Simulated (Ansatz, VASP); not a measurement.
# Two plane-wave programs on Ta3N

```
CELL_PARAMETERS angstrom
3.03222 0.00000 0.00000
-1.51611 2.62598 0.00000
0.00000 0.00000 7.52414
ATOMIC_POSITIONS crystal
Ta 0.66667 0.33333 0.82607
Ta 0.33333 0.66667 0.17393
Ta 0.00000 0.00000 0.50000
N 0.00000 0.00000 0.00000
```

Alike in both runs: task relaxation of cell and atoms; functional PBEsol; k mesh 10 × 10 × 4; occupations fermi-dirac, width 0.05 eV; no spin polarisation.

```csv
,VASP,Ansatz
version,VASP 6.6.1,Ansatz 0.2.0
potentials or method,"VASP PAW PBE potentials, release 64 (Ta_pv, N)",Ansatz PAW
plane-wave cutoff (eV),600,420
valence electrons in the cell,38,44
```

Ansatz gave:

* gap on the k mesh at the Fermi level, each at its own relaxed structure (eV): none
* relaxed volume (Å³/atom): 14.52
* relaxed length of the cell vector where the two differ most in proportion (Å): 7.455

Question: What did VASP give for the same quantities?

Answer: gap on the k mesh at the Fermi level, each at its own relaxed structure (eV): none; relaxed volume (Å³/atom): 14.53; relaxed length of the cell vector where the two differ most in proportion (Å): 7.463.

VASP's potentials were made for PBE, not for PBEsol. A gap of «none» marks a metal or a gap that the smearing closes. VASP's potentials hold 38 valence electrons a cell and Ansatz's 44, so a difference there can come from the potentials and not from the codes.

Neither program's run includes spin-orbit coupling. Noted on Ansatz's run: the plane-wave basis is chosen anew once the cell has moved, so the energies of steps on either side of that aren't comparable.
